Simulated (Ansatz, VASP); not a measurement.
## One calculation of SnO2, two programs

```xyz
3
Lattice="1.5875 0.9165 4.8292 -1.5875 0.9165 4.8292 0.0000 -1.8331 4.8292" Properties=species:S:1:pos:R:3 pbc="T T T"
Sn    0.0000    0.0000    7.2438
O     0.0000    0.0000    3.1525
O     0.0000    0.0000   11.3351
```

Alike in both runs: task single point; functional PBE; k mesh 12 × 12 × 12; occupations gaussian, width 0.05 eV; no spin polarisation.

|  | VASP | Ansatz |
| --- | --- | --- |
| version | VASP 6.6.1 | Ansatz 0.2.0 |
| potentials or method | VASP PAW PBE potentials, release 64 (Sn_d, O), cutoff 520 eV | scalar-relativistic, plane waves, PAW |
| valence electrons in the cell | 26 | 26 |

|  | VASP | Ansatz | Ansatz less VASP |
| --- | --- | --- | --- |
| gap on the k mesh at the Fermi level (eV) | 2.77 | 2.77 | +0.006 |
| least direct gap on the mesh (eV) | 4.07 | 4.06 | -0.005 |
| rms of the force components (eV/Å) | 2.348 | 2.310 | -0.0375 |

Atom by atom the forces differ by 0.038 eV/Å (rms over components). With one functional, cell and mesh, what is left measures potentials, basis and numerics.
